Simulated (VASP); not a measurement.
# GaN (R-3m) in VASP: notebook

GaN is run at these levels: r2SCAN; tasks: single point.

All numbers are computed with VASP 6.6.1; they aren't measurements. Logs are shortened: lines on timing, memory, paths and dates and some standing lists are left out, and cuts for length are marked.

### Step 1. The cell of the first run

Symmetry: R-3m, No. 166, trigonal system. The conventional cell has a = 3.042 Å, b = 3.042 Å, c = 7.260 Å, α = 90.00°, β = 90.00°, γ = 120.00°. Ga (site symmetry -3m) has 6 N at 2.13 Å within 2.8 Å. Within 2.8 Å of N (site symmetry -3m) lie 6 Ga at 2.13 Å.

### Step 2. Single point, r2SCAN (epitaxial 111 strain +2.0%)

File POSCAR:

```
GaN
1.0
   -0.0365827252      2.1141028138      2.1141028138
    2.1141028138     -0.0365827252      2.1141028138
    2.1141028138      2.1141028138     -0.0365827252
Ga N
1 1
Direct
    0.0000000000      0.0000000000      0.0000000000
    0.5000000000      0.5000000000      0.5000000000
```

File INCAR.step1:

```
SYSTEM = GaN
ALGO     = Normal         ! electronic algorithm
EDIFF    = 1E-4           ! SCF threshold, eV
ENCUT    = 520            ! plane-wave cutoff, eV
GGA      = PE             ! functional
ISMEAR   = 0              ! smearing method
LASPH    = .TRUE.         ! aspherical terms in the spheres
LCHARG   = .FALSE.        ! write CHGCAR
LREAL    = .FALSE.        ! projectors in reciprocal space
LWAVE    = .TRUE.         ! write WAVECAR
NBANDS   = 16             ! bands
NELM     = 80             ! most SCF steps
PREC     = Accurate       ! precision mode
SIGMA    = 0.01           ! smearing width, eV
```

File INCAR.step2:

```
SYSTEM = GaN
ALGO     = Normal         ! electronic algorithm
EDIFF    = 1E-7           ! SCF threshold, eV
ENCUT    = 520            ! plane-wave cutoff, eV
ISIF     = 2              ! what is computed and relaxed
ISMEAR   = 0              ! smearing method
ISTART   = 1            
LASPH    = .TRUE.         ! aspherical terms in the spheres
LCHARG   = .TRUE.         ! write CHGCAR
LELF     = .TRUE.         ! ELF
LMIXTAU  = .TRUE.       
LREAL    = .FALSE.        ! projectors in reciprocal space
LVHAR    = .TRUE.       
LWAVE    = .FALSE.        ! write WAVECAR
METAGGA  = R2SCAN         ! meta-GGA
NBANDS   = 16             ! bands
NELM     = 80             ! most SCF steps
PREC     = Accurate       ! precision mode
SIGMA    = 0.01           ! smearing width, eV
```

File KPOINTS:

```
k-points
0
G
  10 10 10
  0 0 0
```

Potentials or basis: VASP PAW PBE potentials, release 64 (Ga_d, N).

Launch:

```
> cat potpaw_PBE.64/Ga_d/POTCAR potpaw_PBE.64/N/POTCAR > POTCAR
> cp INCAR.step1 INCAR
> mpirun -np 1 vasp_std > vasp.out
> cp INCAR.step2 INCAR
> mpirun -np 1 vasp_std > vasp.out
```

OUTCAR:

```text
SYSTEM = GaN
   EDIFF = 1E-7
   ENCUT = 520
   ISIF = 2
   ISMEAR = 0
   ISTART = 1
   LASPH = .TRUE.
   LREAL = .FALSE.
   METAGGA = R2SCAN
   NELM = 80
   PREC = Accurate

 ion  position               nearest neighbor table
   1  0.000  0.000  0.000-   2 2.13   2 2.13   2 2.13   2 2.13   2 2.13   2 2.13
   2  0.500  0.500  0.500-   1 2.13   1 2.13   1 2.13   1 2.13   1 2.13   1 2.13

  LATTYP: Found a trigonal (rhomboedric) cell.
 ALAT       =     2.9900166739
 COS(alpha) =     0.4826236060

  Lattice vectors:

 A1 = (  -0.0365827252,   2.1141028138,   2.1141028138)
 A2 = (   2.1141028138,  -0.0365827252,   2.1141028138)
 A3 = (   2.1141028138,   2.1141028138,  -0.0365827252)

Analysis of symmetry for initial positions (statically):
=====================================================================
 Subroutine PRICEL returns:
 Original cell was already a primitive cell.

 Routine SETGRP: Setting up the symmetry group for a
 trigonal (rhombohedral) supercell.

 Subroutine GETGRP returns: Found 12 space group operations
 (whereof 12 operations were pure point group operations)
 out of a pool of 12 trial point group operations.

The static configuration has the point symmetry D_3d.

Analysis of symmetry for dynamics (positions and initial velocities):
=====================================================================
 Subroutine PRICEL returns:
 Original cell was already a primitive cell.

 Routine SETGRP: Setting up the symmetry group for a
 trigonal (rhombohedral) supercell.

 Subroutine GETGRP returns: Found 12 space group operations
 (whereof 12 operations were pure point group operations)
 out of a pool of 12 trial point group operations.

The dynamic configuration has the point symmetry D_3d.

 Subroutine INISYM returns: Found 12 space group operations
 (whereof 12 operations are pure point group operations),
 and found     1 'primitive' translations

----------------------------------------------------------------------------------------

                                     Primitive cell

  volume of cell :      19.3881

  direct lattice vectors                    reciprocal lattice vectors
    -0.036582725  2.114102814  2.114102814    -0.230454988  0.234513034  0.234513034
     2.114102814 -0.036582725  2.114102814     0.234513034 -0.230454988  0.234513034
     2.114102814  2.114102814 -0.036582725     0.234513034  0.234513034 -0.230454988

  length of vectors
     2.990016674  2.990016674  2.990016674     0.403859168  0.403859168  0.403859168

  position of ions in fractional coordinates (direct lattice)
     0.000000000  0.000000000  0.000000000
     0.500000000  0.500000000  0.500000000

  ion indices of the primitive-cell ions
   primitive index   ion index
                 1           1
                 2           2

----------------------------------------------------------------------------------------

 KPOINTS: k-points

Automatic generation of k-mesh.
 Grid dimensions read from file:
 generate k-points for:   10   10   10

 Generating k-lattice:

  Cartesian coordinates                     Fractional coordinates (reciprocal lattice)
    -0.023045499  0.023451303  0.023451303     0.100000000  0.000000000  0.000000000
     0.023451303 -0.023045499  0.023451303     0.000000000  0.100000000  0.000000000
     0.023451303  0.023451303 -0.023045499     0.000000000  0.000000000  0.100000000

  Length of vectors
     0.040385917  0.040385917  0.040385917

  Shift w.r.t. Gamma in fractional coordinates (k-lattice)
     0.000000000  0.000000000  0.000000000

 Subroutine IBZKPT returns following result:
 ===========================================

 Found    116 irreducible k-points:

 Following reciprocal coordinates:
            Coordinates               Weight
  0.000000  0.000000  0.000000      1.000000
  0.100000  0.000000  0.000000      6.000000
  0.200000  0.000000  0.000000      6.000000
  0.300000  0.000000  0.000000      6.000000
  0.400000  0.000000  0.000000      6.000000
  0.500000  0.000000  0.000000      3.000000
[... 16 lines left out ...]
  0.300000  0.300000  0.000000      6.000000
  0.400000  0.300000  0.000000     12.000000
 [... further k-points ...]
   k-points           NKPTS =    116   k-points in BZ     NKDIM =    116   number of bands    NBANDS=     16
   number of dos      NEDOS =    301   number of ions     NIONS =      2
   total plane-waves  NPLWV =  13824
   dimension x,y,z NGX =    24 NGY =   24 NGZ =   24
   dimension x,y,z NGXF=    48 NGYF=   48 NGZF=   48
   ions per type =               1   1
   NGX,Y,Z   is equivalent  to a cutoff of  13.34, 13.34, 13.34 a.u.
   NGXF,Y,Z  is equivalent  to a cutoff of  26.69, 26.69, 26.69 a.u.
 SYSTEM =  GaN
   PREC   = accura    normal or accurate (medium, high low for compatibility)
   ISTART =      1    job   : 0-new  1-cont  2-samecut
   ICHARG =      0    charge: 1-file 2-atom 10-const
   ISPIN  =      1    spin polarized calculation?
   LNONCOLLINEAR =      F non collinear calculations
   LSORBIT =      F    spin-orbit coupling
   LASPH  =      T    aspherical Exc in radial PAW
   ENCUT  =  520.0 eV  38.22 Ry    6.18 a.u.   5.56  5.56  5.56*2*pi/ulx,y,z
   NELM   =     80;   NELMIN=  2; NELMDL=  0     # of ELM steps
   EDIFF  = 0.1E-06   stopping-criterion for ELM
   LREAL  =      F    real-space projection
   EDIFFG = 0.1E-05   stopping-criterion for IOM
   NSW    =      0    number of steps for IOM
   IBRION =     -1    ionic relax: 0-MD 1-quasi-New 2-CG
   NFREE  =      0    steps in history (QN), initial steepest desc. (CG)
   ISIF   =      2    stress and relaxation
   ISYM   =      2    0-nonsym 1-usesym 2-fastsym
   POTIM  = 0.5000    time-step for ionic-motion
   TEBEG  =    0.0;   TEEND  =   0.0 temperature during run
   PSTRESS=    0.0 pullay stress
   NELECT =      18.0000    total number of electrons
   NUPDOWN=      -1.0000    fix difference up-down
   EMIN   =  10.00;   EMAX   =-10.00  energy-range for DOS
   EFERMI =   0.00;   METHOD = LEGACY
   ISMEAR =     0;   SIGMA  =   0.01  broadening in eV -4-tet -1-fermi 0-gaus
   EFERMI_NEDOS =   21; number of points for ismear=-14 and -15
   IALGO  =     38    algorithm
   IMIX   =      4    mixing-type and parameters
     AMIX     =   0.40;   BMIX     =  1.00
     AMIX_MAG =   1.60;   BMIX_MAG =  1.00
  volume/ion in A,a.u.               =       9.69        65.42
  Fermi-wavevector in a.u.,A,eV,Ry     =   1.597057  3.017999 34.702883  2.550590
  Thomas-Fermi vector in A             =   2.694723
   LORBIT       =      0    0 simple, 1 ext, 2 COOP (PROOUT), +10 PAW based schemes
   METAGGA = R2SCAN    functional components
   LHFCALC =     F    Hartree Fock is set to
   AEXX    =    0.0000 exact exchange contribution
   IVDW    =     0    specifies the selected vdW correction
   LEPSILON=     F    determine dielectric tensor
   LRPA    =     F    only Hartree local field effects (RPA)
 non-spin polarized calculation
 Gauss-broadening in eV      SIGMA  =   0.01
  energy-cutoff  :      520.00
  volume of cell :       19.39
 maximum number of plane-waves:       537
 NGX is ok and might be reduce to    24
   NGX = 11   NGY = 11   NGZ = 11

 number of electron      18.0000003 magnetization

 Free energy of the ion-electron system (eV)
  ---------------------------------------------------
  ext. energy  EPLUGINS =         0.00000000
  ---------------------------------------------------
  free energy    TOTEN  =       -20.95365097 eV

  energy without entropy =      -20.95365097  energy(sigma->0) =      -20.95365097

 E-fermi :   7.5245     XC(G=0): -14.0036

 val. band max:        7.3767997894   @ k =  -0.2000   0.2000   0.0000
 cond. band min:       8.2487597478   @ k =   0.5000   0.5000  -0.0000
 fundamental gap:      0.8719599584
 Fermi energy:         7.5244503179

 k-point     1 :       0.0000    0.0000    0.0000
  band No.  band energies     occupation
      1     -10.4667      2.00000
      2      -7.0859      2.00000
      3      -7.0859      2.00000
      4      -7.0739      2.00000
      5      -7.0112      2.00000
      6      -7.0112      2.00000
[... 8 lines left out ...]
     15      23.8047      0.00000
     16      23.8047      0.00000

 k-point     2 :       0.1000    0.0000    0.0000
  band No.  band energies     occupation
      1     -10.2785      2.00000
      2      -7.0910      2.00000
      3      -7.0875      2.00000
      4      -7.0650      2.00000
      5      -7.0235      2.00000
      6      -7.0152      2.00000
[... 8 lines left out ...]
     15      23.9312      0.00000
     16      24.2575      0.00000

 k-point     3 :       0.2000    0.0000    0.0000
  band No.  band energies     occupation
      1      -9.7351      2.00000
      2      -7.1268      2.00000
      3      -7.1137      2.00000
      4      -7.0880      2.00000
      5      -7.0003      2.00000
      6      -6.9898      2.00000
[... 8 lines left out ...]
     15      24.6360      0.00000
     16      25.3890      0.00000

 k-point     4 :       0.3000    0.0000    0.0000
  band No.  band energies     occupation
      1      -8.9170      2.00000
      2      -7.1932      2.00000
      3      -7.1634      2.00000
      4      -7.1256      2.00000
      5      -6.9439      2.00000
      6      -6.9396      2.00000
[... 8 lines left out ...]
     15      26.4298      0.00000
     16      27.2590      0.00000

 k-point     5 :       0.4000    0.0000    0.0000
  band No.  band energies     occupation
      1      -8.0309      2.00000
      2      -7.2487      2.00000
      3      -7.2129      2.00000
      4      -7.1692      2.00000
      5      -6.8966      2.00000
      6      -6.8962      2.00000
[... 8 lines left out ...]
     15      28.8024      0.00000
     16      29.6642      0.00000

 k-point     6 :       0.5000    0.0000    0.0000
  band No.  band energies     occupation
      1      -7.5450      2.00000
      2      -7.2699      2.00000
      3      -7.2530      2.00000
      4      -7.2232      2.00000
      5      -6.8793      2.00000
      6      -6.8785      2.00000
[... 8 lines left out ...]
     15      30.8705      0.00000
     16      31.7492      0.00000
[... 267 lines left out ...]
 k-point    21 :      -0.3000    0.2000   -0.0000
  band No.  band energies     occupation
      1      -8.3928      2.00000
      2      -7.1786      2.00000
      3      -7.1642      2.00000
      4      -7.0683      2.00000
      5      -6.9355      2.00000
      6      -6.3817      2.00000
[... 8 lines left out ...]
     15      27.7941      0.00000
     16      28.8136      0.00000

 k-point    22 :      -0.2000    0.2000    0.0000
  band No.  band energies     occupation
      1      -8.8271      2.00000
      2      -7.1652      2.00000
      3      -7.1617      2.00000
      4      -7.1018      2.00000
      5      -6.9827      2.00000
      6      -6.7405      2.00000
[... 8 lines left out ...]
     15      27.1153      0.00000
     16      28.9681      0.00000

 k-point    23 :       0.3000    0.3000    0.0000
  band No.  band energies     occupation
      1      -9.0471      2.00000
      2      -7.1831      2.00000
      3      -6.9503      2.00000
      4      -6.9274      2.00000
      5      -6.9230      2.00000
      6      -6.5130      2.00000
[... 8 lines left out ...]
     15      31.8574      0.00000
     16      33.5236      0.00000

 k-point    24 :       0.4000    0.3000    0.0000
  band No.  band energies     occupation
      1      -8.8853      2.00000
      2      -7.1956      2.00000
      3      -6.9752      2.00000
      4      -6.9082      2.00000
      5      -6.8736      2.00000
      6      -5.8979      2.00000
[... 8 lines left out ...]
     15      32.7877      0.00000
     16      34.1880      0.00000

 [... further k-points ...]

------------------------ aborting loop because EDIFF is reached ----------------------------------------

  FORCE on cell =-STRESS in cart. coord.  units (eV):
  Direction    XX          YY          ZZ          XY          YZ          ZX
  --------------------------------------------------------------------------------------
  -------------------------------------------------------------------------------------
  Total       -0.7897972     -0.7897972     -0.7897972      0.4561386      0.4561386      0.4561386
  in kB      -65.2664747    -65.2664747    -65.2664747     37.6939289     37.6939289     37.6939289
  external PRESSURE =     -65.2664747 kB  Pullay stress =       0.0000000 kB

 VOLUME and BASIS-vectors are now :
 -----------------------------------------------------------------------------
  energy-cutoff  :      520.00
  volume of cell :       19.39
      direct lattice vectors                 reciprocal lattice vectors
    -0.036582725  2.114102814  2.114102814    -0.230454988  0.234513034  0.234513034
     2.114102814 -0.036582725  2.114102814     0.234513034 -0.230454988  0.234513034
     2.114102814  2.114102814 -0.036582725     0.234513034  0.234513034 -0.230454988

 POSITION                                       TOTAL-FORCE (eV/Angst)
 -----------------------------------------------------------------------------------
      0.00000      0.00000      0.00000        -0.000000      0.000000      0.000000
      2.09581      2.09581      2.09581         0.000000     -0.000000     -0.000000
 -----------------------------------------------------------------------------------
    total drift:                                0.000000     -0.000000     -0.000000

  FREE ENERGIE OF THE ION-ELECTRON SYSTEM (eV)
  ---------------------------------------------------
  free  energy   TOTEN  =       -20.9536509659 eV

  energy  without entropy=      -20.9536509659  energy(sigma->0) =      -20.95365097
```

Wall time 59 s (1 thread of Intel Xeon 6975P-C (Granite Rapids), shared host); peak memory 0.17 GiB.

What came out:

- Free energy: -20.9537 eV
- Pressure: -6.5 GPa
- Band gap on the k mesh: 0.87 eV (least direct gap 2.74 eV)

Levels at points of the mesh, in eV from the valence-band top:
```tsv
k point	band 7	band 8	band 9	band 10	band 11	band 12
(0.00, 0.00, 0.00)	-0.64	-0.64	-0.32	2.41	14.99	14.99
(0.50, 0.00, 0.00)	-8.32	-0.25	-0.12	5.28	9.61	9.87
(0.50, 0.50, 0.00)	-7.06	-3.22	-2.90	0.87	8.44	12.68
(0.50, 0.50, 0.50)	-8.03	-0.34	-0.34	4.88	9.24	9.24
```

Caveat: the cell differs from its parent crystal (epitaxial 111 strain +2.0%); the cell stands under tension; the PAW data sets were made with another functional, which shifts forces and pressure a little.

(Part 1 of 2 ends here.)
